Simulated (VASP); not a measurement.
**Ti: single point with PBEsol**

Crystal: Ti.

```
CELL_PARAMETERS angstrom
-1.64100 1.88715 1.64100
1.64100 -1.88715 1.64100
1.64100 1.88715 -1.64100
ATOMIC_POSITIONS crystal
Ti 0.00000 0.00000 0.00000
```

This cell differs from its parent crystal: strain +0.1500 x Voigt [0, 1, 0, 0, 0, 0].

```
Program             : VASP 6.6.1
Task                : single point
Functional          : PBEsol
Potentials or basis : VASP PAW PBE potentials, release 64 (Ti_sv)
Cutoff              : 520 eV
k mesh              : 20 × 20 × 20
Occupations         : gaussian, width 0.15 eV
Spin                : no spin polarisation
```

| Property | Result |
| --- | --- |
| Pressure | -16.1 GPa |
| Band gap on the k mesh | zero (band 6 reaches 7.32 eV, above the bottom of band 7 at 6.00 eV) |

Stress tensor (GPa, compression positive):
```
-17.07   0.00   0.00
  0.00 -14.15   0.00
  0.00   0.00 -17.07
```

Levels at points of the mesh, in eV from the Fermi level:
| k point | band 4 | band 5 | band 6 | band 7 | band 8 | band 9 |
| --- | --- | --- | --- | --- | --- | --- |
| (0.00, 0.00, 0.00) | -32.77 | -5.62 | 0.63 | 0.63 | 1.33 | 1.71 |
| (0.50, 0.00, 0.00) | -32.78 | -2.18 | 0.04 | 0.53 | 1.61 | 2.64 |
| (0.00, 0.50, 0.00) | -32.83 | -2.10 | -0.88 | 1.31 | 2.71 | 2.75 |
| (0.50, 0.50, 0.50) | -33.02 | -1.83 | -1.52 | 3.03 | 3.22 | 3.22 |

Wall time 89 s on 1 thread of Intel(R) Xeon(R) 6975P-C (Granite Rapids), on a shared host, peak memory 0.26 GiB.

Caveat: the cell differs from its parent crystal (strain +0.1500 x Voigt [0, 1, 0, 0, 0, 0]); the PAW data sets were made with another functional, which shifts forces and pressure a little.
